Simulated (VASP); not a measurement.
# Be (P-3m1) in VASP: single point with PBEsol

Aim: the single point of Be with PBEsol.

Everything below comes from runs of VASP 6.6.1. Logs are shortened: lines on timing, memory, paths and dates and some standing lists are left out, and cuts for length are marked.

### 1 The cell of the first run

The structure is trigonal, space group P-3m1 (No. 164). The conventional cell has a = 2.300 Å, b = 2.300 Å, c = 3.601 Å, α = 90.00°, β = 90.00°, γ = 120.00°. Be (site symmetry 3m) has 12 Be at 2.12 to 2.36 Å within 2.8 Å.

### 2 Single point, PBEsol (one atom moved)

INCAR

```
SYSTEM = Be
ALGO = Normal ; EDIFF = 1E-6
ENCUT = 520 ; GGA = PS
ISIF = 2 ; ISMEAR = 0
LASPH = .TRUE. ; LCHARG = .FALSE.
LREAL = .FALSE. ; LWAVE = .FALSE.
NBANDS = 9 ; NELM = 60
PREC = Accurate ; SIGMA = 0.1
```

KPOINTS

```
k-points
0
G
  18 18 10
  0 0 0
```

POSCAR

```
Be
1.0
    2.2995019849      0.0000000000      0.0000000000
   -1.1497509925      1.9914271350      0.0000000000
    0.0000000000      0.0000000000      3.6009000000
Be
2
Direct
    0.3333333333      0.6666666667      0.2916562526
    0.6666666667      0.3333333333      0.7500000000
```

Potentials or basis: VASP PAW PBE potentials, release 64 (Be).

The run is started by

```
cat potpaw_PBE.64/Be/POTCAR > POTCAR
mpirun -np 1 vasp_std > vasp.out
```

OUTCAR:

```text
SYSTEM = Be
   EDIFF = 1E-6
   ENCUT = 520
   GGA = PS
   ISIF = 2
   ISMEAR = 0
   LASPH = .TRUE.
   LREAL = .FALSE.
   NELM = 60
   PREC = Accurate

 ion  position               nearest neighbor table
   1  0.333  0.667  0.292-   2 2.12   2 2.12   2 2.12   2 2.36   2 2.36   2 2.36
   2  0.667  0.333  0.750-   1 2.12   1 2.12   1 2.12   1 2.36   1 2.36   1 2.36

  LATTYP: Found a hexagonal cell.
 ALAT       =     2.2995019849
 C/A-ratio  =     1.5659477677

  Lattice vectors:

 A1 = (   2.2995019849,   0.0000000000,   0.0000000000)
 A2 = (  -1.1497509925,   1.9914271350,   0.0000000000)
 A3 = (   0.0000000000,   0.0000000000,   3.6009000000)

Analysis of symmetry for initial positions (statically):
=====================================================================
 Subroutine PRICEL returns:
 Original cell was already a primitive cell.

 Routine SETGRP: Setting up the symmetry group for a
 hexagonal supercell.

 Subroutine GETGRP returns: Found 12 space group operations
 (whereof  6 operations were pure point group operations)
 out of a pool of 24 trial point group operations.

The static configuration has the point symmetry C_3v.
 The point group associated with its full space group is D_3d.

Analysis of symmetry for dynamics (positions and initial velocities):
=====================================================================
 Subroutine PRICEL returns:
 Original cell was already a primitive cell.

 Routine SETGRP: Setting up the symmetry group for a
 hexagonal supercell.

 Subroutine GETGRP returns: Found 12 space group operations
 (whereof  6 operations were pure point group operations)
 out of a pool of 24 trial point group operations.

The dynamic configuration has the point symmetry C_3v.
 The point group associated with its full space group is D_3d.

 Subroutine INISYM returns: Found 12 space group operations
 (whereof  6 operations are pure point group operations),
 and found     1 'primitive' translations

----------------------------------------------------------------------------------------

                                     Primitive cell

  volume of cell :      16.4896

  direct lattice vectors                    reciprocal lattice vectors
     2.299501985  0.000000000  0.000000000     0.434876772  0.251076221  0.000000000
    -1.149750993  1.991427135  0.000000000     0.000000000  0.502152443  0.000000000
     0.000000000  0.000000000  3.600900000     0.000000000  0.000000000  0.277708351

  length of vectors
     2.299501985  2.299501985  3.600900000     0.502152443  0.502152443  0.277708351

[... 83 lines left out ...]
   NSW    =      0    number of steps for IOM
   IBRION =     -1    ionic relax: 0-MD 1-quasi-New 2-CG
   NFREE  =      0    steps in history (QN), initial steepest desc. (CG)
   ISIF   =      2    stress and relaxation
   ISYM   =      2    0-nonsym 1-usesym 2-fastsym
   POTIM  = 0.5000    time-step for ionic-motion
   TEBEG  =    0.0;   TEEND  =   0.0 temperature during run
   PSTRESS=    0.0 pullay stress
   NELECT =       4.0000    total number of electrons
   NUPDOWN=      -1.0000    fix difference up-down
   EMIN   =  10.00;   EMAX   =-10.00  energy-range for DOS
   EFERMI =   0.00;   METHOD = LEGACY
   ISMEAR =     0;   SIGMA  =   0.10  broadening in eV -4-tet -1-fermi 0-gaus
   EFERMI_NEDOS =   21; number of points for ismear=-14 and -15
   IALGO  =     38    algorithm
   IMIX   =      4    mixing-type and parameters
     AMIX     =   0.40;   BMIX     =  1.00
     AMIX_MAG =   1.60;   BMIX_MAG =  1.00
  volume/ion in A,a.u.               =       8.24        55.64
  Fermi-wavevector in a.u.,A,eV,Ry     =   1.020998  1.929407 14.183227  1.042438
  Thomas-Fermi vector in A             =   2.154599
   LORBIT       =      0    0 simple, 1 ext, 2 COOP (PROOUT), +10 PAW based schemes
   GGA     = PS    functional components
   LHFCALC =     F    Hartree Fock is set to
   AEXX    =    0.0000 exact exchange contribution
   IVDW    =     0    specifies the selected vdW correction
   LEPSILON=     F    determine dielectric tensor
   LRPA    =     F    only Hartree local field effects (RPA)
 non-spin polarized calculation
 Gauss-broadening in eV      SIGMA  =   0.10
  energy-cutoff  :      520.00
  volume of cell :       16.49
 maximum number of plane-waves:       470
 NGX is ok and might be reduce to    18
   NGX =  9   NGY =  9   NGZ = 13

 number of electron       4.0000000 magnetization

 Free energy of the ion-electron system (eV)
  ---------------------------------------------------
  ext. energy  EPLUGINS =         0.00000000
  ---------------------------------------------------
  free energy    TOTEN  =        -7.89535655 eV

  energy without entropy =       -7.89393472  energy(sigma->0) =       -7.89464563

 E-fermi :   6.7392     XC(G=0): -10.4608

 val. band max:        6.6135144074   @ k =   0.2778   0.2778   0.1000
 cond. band min:       6.7415712216   @ k =  -0.2778  -0.3889   0.3000
 fundamental gap:      0.1280568142
 Fermi energy:         6.7391815080

 k-point     1 :       0.0000    0.0000    0.0000
  band No.  band energies     occupation
      1      -4.4583      2.00000
      2       2.4776      2.00000
      3       7.6356      0.00000
      4      21.9420      0.00000
      5      21.9420      0.00000
      6      24.8217      0.00000
      7      24.8217      0.00000
      8      27.4047      0.00000
      9      32.9252      0.00000
[... 265 lines left out ...]
 k-point    24 :       0.3889    0.1111    0.0000
  band No.  band energies     occupation
      1       1.2211      2.00000
      2       4.6933      2.00000
      3       9.6503      0.00000
      4      11.9879      0.00000
      5      13.6310      0.00000
      6      14.4724      0.00000
      7      18.8207      0.00000
      8      22.5497      0.00000
      9      25.1206      0.00000

 [... further k-points ...]
[... 5 lines left out ...]
  --------------------------------------------------------------------------------------
  -------------------------------------------------------------------------------------
  Total       -0.5405266     -0.5405266     -0.0355036      0.0000000      0.0000000     -0.0000000
  in kB      -52.5192340    -52.5192341     -3.4496427      0.0000000      0.0000000     -0.0000000
  external PRESSURE =     -36.1627036 kB  Pullay stress =       0.0000000 kB

 VOLUME and BASIS-vectors are now :
 -----------------------------------------------------------------------------
  energy-cutoff  :      520.00
  volume of cell :       16.49
      direct lattice vectors                 reciprocal lattice vectors
     2.299501985  0.000000000  0.000000000     0.434876772  0.251076221  0.000000000
    -1.149750993  1.991427135  0.000000000     0.000000000  0.502152443  0.000000000
     0.000000000  0.000000000  3.600900000     0.000000000  0.000000000  0.277708351

 POSITION                                       TOTAL-FORCE (eV/Angst)
 -----------------------------------------------------------------------------------
     -0.00000      1.32762      1.05022        -0.000000      0.000000     -1.124993
      1.14975      0.66381      2.70068         0.000000      0.000000      1.124993
 -----------------------------------------------------------------------------------
    total drift:                                0.000000      0.000000      0.000000

  FREE ENERGIE OF THE ION-ELECTRON SYSTEM (eV)
  ---------------------------------------------------
  free  energy   TOTEN  =        -7.8953565478 eV

  energy  without entropy=       -7.8939347222  energy(sigma->0) =       -7.89464563
```

OSZICAR:

```text
N       E                     dE             d eps       ncg     rms          rms(c)
DAV:   1    -0.314125173571E+01   -0.31413E+01   -0.18052E+03  6020   0.367E+02
DAV:   2    -0.792540332790E+01   -0.47842E+01   -0.46454E+01  8882   0.544E+01
DAV:   3    -0.797886294889E+01   -0.53460E-01   -0.53247E-01  6816   0.393E+00
DAV:   4    -0.797894001810E+01   -0.77069E-04   -0.77065E-04  7496   0.157E-01
DAV:   5    -0.797894006231E+01   -0.44212E-07   -0.44238E-07  6673   0.346E-03    0.143E+00
DAV:   6    -0.791130775411E+01    0.67632E-01   -0.11264E-01  6576   0.111E+00    0.788E-01
DAV:   7    -0.789617062592E+01    0.15137E-01   -0.43221E-02  7392   0.741E-01    0.249E-01
DAV:   8    -0.789535568261E+01    0.81494E-03   -0.11109E-03  6383   0.211E-01    0.725E-03
DAV:   9    -0.789535618327E+01   -0.50066E-06   -0.16213E-05  6621   0.210E-02    0.387E-03
DAV:  10    -0.789535654784E+01   -0.36457E-06   -0.35456E-07  4359   0.306E-03
   1 F= -.78953565E+01 E0= -.78946456E+01  d E =-.142183E-02
```

stdout:

```text
POSCAR found type information on POSCAR Be
 POSCAR found :  1 types and       2 ions
 scaLAPACK will be used
 -----------------------------------------------------------------------------
|                                                                             |
|                                                                             |
|     You enforced a specific xc type in the INCAR file but a different       |
|     I HOPE YOU KNOW WHAT YOU ARE DOING!                                     |
|                                                                             |
 -----------------------------------------------------------------------------

 LDA part: xc-table for (Slater+PW92), standard interpolation
 POSCAR, INCAR and KPOINTS ok, starting setup
 FFT: planning ... GRIDC
 FFT: planning ... GRID_SOFT
 FFT: planning ... GRID
 WAVECAR not read
 entering main loop
```

Wall time 19 s (1 thread of Intel Xeon Platinum 8488C (Sapphire Rapids), shared host); peak memory 0.15 GiB.

What came out:

```yaml
Free_energy: -7.8954 eV
Pressure: -3.6 GPa
Largest_force: 1.125 eV/Å
Band_gap_on_the_k_mesh: zero (band 2 reaches 7.77 eV, above the bottom of band 3 at 5.53 eV)
```

Forces on the atoms (eV/Å):
```
Be   0.000  0.000 -1.125
Be   0.000  0.000  1.125
```

Stress tensor (GPa, compression positive):
```
-5.25  0.00  0.00
 0.00 -5.25  0.00
 0.00  0.00 -0.34
```

Caveat: the cell differs from its parent crystal (one atom moved); the PAW data sets were made with another functional, which shifts forces and pressure a little.
